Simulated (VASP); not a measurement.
# Sr (Im-3m) in VASP: notebook, part 2 of 2

VASP 6.6.1. The steps go on from the part before.

### 4 Single point, r2SCAN

This run uses another cell than the first one, of 57.04 Å³/atom, 1.344 times its volume.

Contents of POSCAR:

```
Sr
1.0
   -2.4250000000      2.4250000000      2.4250000000
    2.4250000000     -2.4250000000      2.4250000000
    2.4250000000      2.4250000000     -2.4250000000
Sr
1
Direct
    0.0000000000      0.0000000000      0.0000000000
```

Contents of INCAR.step1:

```
PREC = Accurate ; ENCUT = 550
ISMEAR = -1 ; SIGMA = 0.27211386245988
LREAL = F ; LASPH = T
NELM = 120 ; NBANDS = 11
GGA = PE ; ALGO = Normal
EDIFF = 1E-5 ; LWAVE = T
LCHARG = F ; GGA_COMPAT = F
```

Contents of INCAR.step2:

```
PREC = Accurate ; ENCUT = 550
EDIFF = 1E-6 ; ISMEAR = -1
SIGMA = 0.27211386245988 ; LREAL = F
LASPH = T ; NELM = 120
ALGO = Normal ; ISIF = 2
LWAVE = F ; LCHARG = F
METAGGA = R2SCAN ; LMIXTAU = T
NBANDS = 11 ; ISTART = 1
GGA_COMPAT = F
```

Contents of KPOINTS:

```
Automatic mesh
0
Gamma
  1 1 1
```

Potentials or basis: VASP PAW PBE potentials, release 64 (Sr_sv).

The run is started by

```bash
cat potpaw_PBE.64/Sr_sv/POTCAR > POTCAR
cp INCAR.step1 INCAR
mpirun -np 1 vasp_gam > vasp.out
cp INCAR.step2 INCAR
mpirun -np 1 vasp_gam > vasp.out
```

OUTCAR:

```text
PREC = Accurate
   ENCUT = 550
   EDIFF = 1E-6
   ISMEAR = -1
   LREAL = F
   LASPH = T
   NELM = 120
   ISIF = 2
   METAGGA = R2SCAN
   ISTART = 1

 ion  position               nearest neighbor table
   1  0.000  0.000  0.000-

  LATTYP: Found a body centered cubic cell.
 ALAT       =     4.8500000000

  Lattice vectors:

 A1 = (  -2.4250000000,   2.4250000000,   2.4250000000)
 A2 = (   2.4250000000,  -2.4250000000,   2.4250000000)
 A3 = (   2.4250000000,   2.4250000000,  -2.4250000000)

Analysis of symmetry for initial positions (statically):
=====================================================================
 Subroutine PRICEL returns:
 Original cell was already a primitive cell.

 Routine SETGRP: Setting up the symmetry group for a
 body centered cubic supercell.

 Subroutine GETGRP returns: Found 48 space group operations
[... 9 lines left out ...]

 Routine SETGRP: Setting up the symmetry group for a
 body centered cubic supercell.

 Subroutine GETGRP returns: Found 48 space group operations
[... 11 lines left out ...]
                                     Primitive cell

  volume of cell :      57.0421

  direct lattice vectors                    reciprocal lattice vectors
    -2.425000000  2.425000000  2.425000000     0.000000000  0.206185567  0.206185567
     2.425000000 -2.425000000  2.425000000     0.206185567  0.000000000  0.206185567
     2.425000000  2.425000000 -2.425000000     0.206185567  0.206185567  0.000000000

  length of vectors
     4.200223208  4.200223208  4.200223208     0.291590425  0.291590425  0.291590425

  position of ions in fractional coordinates (direct lattice)
     0.000000000  0.000000000  0.000000000

  ion indices of the primitive-cell ions
   primitive index   ion index
                 1           1

----------------------------------------------------------------------------------------

 KPOINTS: Automatic mesh

Automatic generation of k-mesh.
 Grid dimensions read from file:
 generate k-points for:    1    1    1

 Generating k-lattice:

  Cartesian coordinates                     Fractional coordinates (reciprocal lattice)
     0.000000000  0.206185567  0.206185567     1.000000000  0.000000000  0.000000000
     0.206185567  0.000000000  0.206185567     0.000000000  1.000000000  0.000000000
     0.206185567  0.206185567  0.000000000     0.000000000  0.000000000  1.000000000

  Length of vectors
     0.291590425  0.291590425  0.291590425

  Shift w.r.t. Gamma in fractional coordinates (k-lattice)
     0.000000000  0.000000000  0.000000000

 Subroutine IBZKPT returns following result:
 ===========================================

 Found      1 irreducible k-points:

 Following reciprocal coordinates:
            Coordinates               Weight
  0.000000  0.000000  0.000000      1.000000
   k-points           NKPTS =      1   k-points in BZ     NKDIM =      1   number of bands    NBANDS=     11
   number of dos      NEDOS =    301   number of ions     NIONS =      1
   total plane-waves  NPLWV =  32768
   dimension x,y,z NGX =    32 NGY =   32 NGZ =   32
   dimension x,y,z NGXF=    64 NGYF=   64 NGZF=   64
   ions per type =               1
   NGX,Y,Z   is equivalent  to a cutoff of  12.67, 12.67, 12.67 a.u.
   NGXF,Y,Z  is equivalent  to a cutoff of  25.33, 25.33, 25.33 a.u.
 SYSTEM =  unknown system
   PREC   = accura    normal or accurate (medium, high low for compatibility)
   ISTART =      1    job   : 0-new  1-cont  2-samecut
   ICHARG =      0    charge: 1-file 2-atom 10-const
   ISPIN  =      1    spin polarized calculation?
   LNONCOLLINEAR =      F non collinear calculations
   LSORBIT =      F    spin-orbit coupling
   LASPH  =      T    aspherical Exc in radial PAW
   ENCUT  =  550.0 eV  40.42 Ry    6.36 a.u.   8.03  8.03  8.03*2*pi/ulx,y,z
   NELM   =    120;   NELMIN=  2; NELMDL=  0     # of ELM steps
   EDIFF  = 0.1E-05   stopping-criterion for ELM
   LREAL  =      F    real-space projection
   EDIFFG = 0.1E-04   stopping-criterion for IOM
   NSW    =      0    number of steps for IOM
   IBRION =     -1    ionic relax: 0-MD 1-quasi-New 2-CG
   NFREE  =      0    steps in history (QN), initial steepest desc. (CG)
   ISIF   =      2    stress and relaxation
   ISYM   =      2    0-nonsym 1-usesym 2-fastsym
   POTIM  = 0.5000    time-step for ionic-motion
   TEBEG  =    0.0;   TEEND  =   0.0 temperature during run
   PSTRESS=    0.0 pullay stress
   NELECT =      10.0000    total number of electrons
   NUPDOWN=      -1.0000    fix difference up-down
   EMIN   =  10.00;   EMAX   =-10.00  energy-range for DOS
   EFERMI =   0.00;   METHOD = LEGACY
   ISMEAR =    -1;   SIGMA  =   0.27  broadening in eV -4-tet -1-fermi 0-gaus
   EFERMI_NEDOS =   21; number of points for ismear=-14 and -15
   IALGO  =     38    algorithm
   IMIX   =      4    mixing-type and parameters
     AMIX     =   0.40;   BMIX     =  1.00
     AMIX_MAG =   1.60;   BMIX_MAG =  1.00
  volume/ion in A,a.u.               =      57.04       384.94
  Fermi-wavevector in a.u.,A,eV,Ry     =   0.916241  1.731445 11.422060  0.839498
  Thomas-Fermi vector in A             =   2.041074
   LORBIT       =      0    0 simple, 1 ext, 2 COOP (PROOUT), +10 PAW based schemes
   METAGGA = R2SCAN    functional components
   LHFCALC =     F    Hartree Fock is set to
   AEXX    =    0.0000 exact exchange contribution
   IVDW    =     0    specifies the selected vdW correction
   LEPSILON=     F    determine dielectric tensor
   LRPA    =     F    only Hartree local field effects (RPA)
 non-spin polarized calculation
  energy-cutoff  :      550.00
  volume of cell :       57.04
 maximum number of plane-waves:       861
   NGX = 17   NGY = 17   NGZ = 17

 number of electron      10.0000000 magnetization

 Free energy of the ion-electron system (eV)
  ---------------------------------------------------
  ext. energy  EPLUGINS =         0.00000000
  ---------------------------------------------------
  free energy    TOTEN  =       -19.64740967 eV

  energy without entropy =      -19.64720422  energy(sigma->0) =      -19.64730694

 E-fermi :   0.7031     XC(G=0):  -7.6967

 val. band max:       -2.3214568734   @ k =   0.0000   0.0000   0.0000
 cond. band min:       4.0277914210   @ k =   0.0000   0.0000   0.0000
 fundamental gap:      6.3492482944
 Fermi energy:         0.7030598160

 k-point     1 :       0.0000    0.0000    0.0000
  band No.  band energies     occupation
      1     -36.7003      2.00000
      2     -17.9498      2.00000
      3     -17.9498      2.00000
      4     -17.9498      2.00000
      5      -2.3215      1.99997
      6       4.0278      0.00001
      7       4.0278      0.00001
      8       4.0278      0.00001
      9       5.3775      0.00000
     10       5.3775      0.00000
     11       9.8270      0.00000

------------------------ aborting loop because EDIFF is reached ----------------------------------------

  FORCE on cell =-STRESS in cart. coord.  units (eV):
  Direction    XX          YY          ZZ          XY          YZ          ZX
  --------------------------------------------------------------------------------------
  -------------------------------------------------------------------------------------
  Total       -1.2931598     -1.2931598     -1.2931598      0.0000000      0.0000000     -0.0000000
  in kB      -36.3218155    -36.3218155    -36.3218155      0.0000000      0.0000000     -0.0000000
  external PRESSURE =     -36.3218155 kB  Pullay stress =       0.0000000 kB

 VOLUME and BASIS-vectors are now :
 -----------------------------------------------------------------------------
  energy-cutoff  :      550.00
  volume of cell :       57.04
      direct lattice vectors                 reciprocal lattice vectors
    -2.425000000  2.425000000  2.425000000     0.000000000  0.206185567  0.206185567
     2.425000000 -2.425000000  2.425000000     0.206185567  0.000000000  0.206185567
     2.425000000  2.425000000 -2.425000000     0.206185567  0.206185567  0.000000000

 POSITION                                       TOTAL-FORCE (eV/Angst)
 -----------------------------------------------------------------------------------
      0.00000      0.00000      0.00000        -0.000000     -0.000000      0.000000
 -----------------------------------------------------------------------------------
    total drift:                                0.000000      0.000000     -0.000000

  FREE ENERGIE OF THE ION-ELECTRON SYSTEM (eV)
  ---------------------------------------------------
  free  energy   TOTEN  =       -19.6474096724 eV

  energy  without entropy=      -19.6472042155  energy(sigma->0) =      -19.64730694
```

Run time: 30 s. Hardware: 1 thread of Intel Xeon Platinum 8488C (Sapphire Rapids), shared host; peak memory 0.18 GiB.

The run converged, but its numbers aren't listed here, since they failed a check.

Caveat: the k points lie up to 1.83 Å⁻¹ apart; the mesh shows a gap though the element is a metal; the PAW data sets were made with another functional, which shifts forces and pressure a little.

### 5 Single point, PBE

This run uses another cell than the first one, of 52.71 Å³/atom, 1.242 times its volume.

Contents of INCAR:

```
SYSTEM = Sr
PREC = Accurate
ENCUT = 500
EDIFF = 1E-6
ISMEAR = 1
SIGMA = 0.1
LREAL = .FALSE.
LASPH = .TRUE.
NELM = 120
ALGO = Normal
ISIF = 2
LWAVE = .FALSE.
LCHARG = .FALSE.
GGA = PE
NBANDS = 11
GGA_COMPAT = .FALSE.
```

Contents of KPOINTS:

```
regular mesh
0
G
  4 4 4
  0 0 0
```

Contents of POSCAR:

```
Sr
1.0
   -2.3620366824      2.3620366824      2.3620366824
    2.3620366824     -2.3620366824      2.3620366824
    2.3620366824      2.3620366824     -2.3620366824
Sr
1
Direct
    0.0000000000      0.0000000000      0.0000000000
```

The run is started by

```bash
cat potpaw_PBE.64/Sr_sv/POTCAR > POTCAR
mpirun -np 1 vasp_std > vasp.out
```

It used 8.1 s of CPU time on 1 thread of Intel(R) Xeon(R) Platinum 8488C (Sapphire Rapids), with other jobs on the host.

The run converged. Its results:

```yaml
Free_energy: -1.6341 eV
Pressure: 0.0 GPa
Band_gap_on_the_k_mesh: zero (band 5 reaches 2.09 eV, above the bottom of band 6 at 1.54 eV)
```

Levels at points of the mesh, in eV from the Fermi level:
```csv
k point,band 1,band 2,band 3,band 4,band 5,band 6,band 7,band 8,band 9,band 10
"(0.00, 0.00, 0.00)",-36.47,-18.35,-18.35,-18.35,-3.65,2.48,2.48,2.48,3.85,3.85
"(0.50, 0.00, 0.00)",-36.45,-18.58,-18.42,-18.35,-0.98,0.34,1.28,3.68,4.37,5.66
"(0.50, 0.50, 0.50)",-36.44,-18.51,-18.51,-18.51,-0.14,-0.14,3.85,3.85,3.85,5.24
```

Caveat: the k points lie up to 0.47 Å⁻¹ apart.

### 6 The runs side by side

| cell | smearing | gap on the mesh (eV) | pressure (GPa) |
| --- | --- | --- | --- |
| a = 3.806 Å, angles 109.5°, 1 atom | gaussian 0.1 eV | none | 4.3 |
| a = 3.780 Å, angles 109.5°, 1 atom | gaussian 0.1 eV | none | 4.9 |
| a = 4.091 Å, angles 109.5°, 1 atom | methfessel-paxton 0.1 eV | none | 0.0 |

Alike in all rows: task single point; level PBE; potentials or basis VASP PAW PBE potentials, release 64 (Sr_sv); no spin polarisation; k mesh 4 × 4 × 4; cutoff (eV) 500.

Caveats: all runs use coarse meshes.

Absolute energies hang on the potentials; compare differences alone.
